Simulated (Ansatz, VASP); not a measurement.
## One calculation of CdOs2, two programs

```xyz
3
Lattice="-1.4230 1.4230 6.0370 1.4230 -1.4230 6.0370 1.4230 1.4230 -6.0370" Properties=species:S:1:pos:R:3 pbc="T T T"
Cd    0.0000    0.0000    0.0000
Os    0.0000    0.0000    8.2599
Os    0.0000    0.0000    3.8141
```

Alike in both runs: functional PBE; k mesh 8 × 8 × 8; occupations gaussian, width 0.1 eV; no spin polarisation.

Ansatz relaxed the structure, and its values are those at the end. VASP's run is a single point on that final structure, the one shown.

|  | VASP | Ansatz |
| --- | --- | --- |
| version | VASP 6.6.1 | Ansatz 0.2.0 |
| potentials or method | VASP PAW PBE potentials, release 64 (Cd, Os), cutoff 520 eV | scalar-relativistic, plane waves, PAW |
| valence electrons in the cell | 28 | 52 |

Ansatz gave:

```
gap on the k mesh at the Fermi level (eV) : none
pressure (GPa)                            : -0.1
rms of the force components (eV/Å)        : 0.014
```

Task: What did VASP give for the same quantities?

Result: gap on the k mesh at the Fermi level (eV): none; pressure (GPa): 0.2; rms of the force components (eV/Å): 0.042.

A gap of «none» marks a metal or a gap that the smearing closes. With one functional, cell and mesh, what is left measures potentials, basis and numerics. VASP's potentials hold 28 valence electrons a cell and Ansatz's 52, so a difference there can come from the potentials and not from the codes.

The k mesh is coarse, so the values compare programs but aren't converged. Spin-orbit coupling is off throughout.
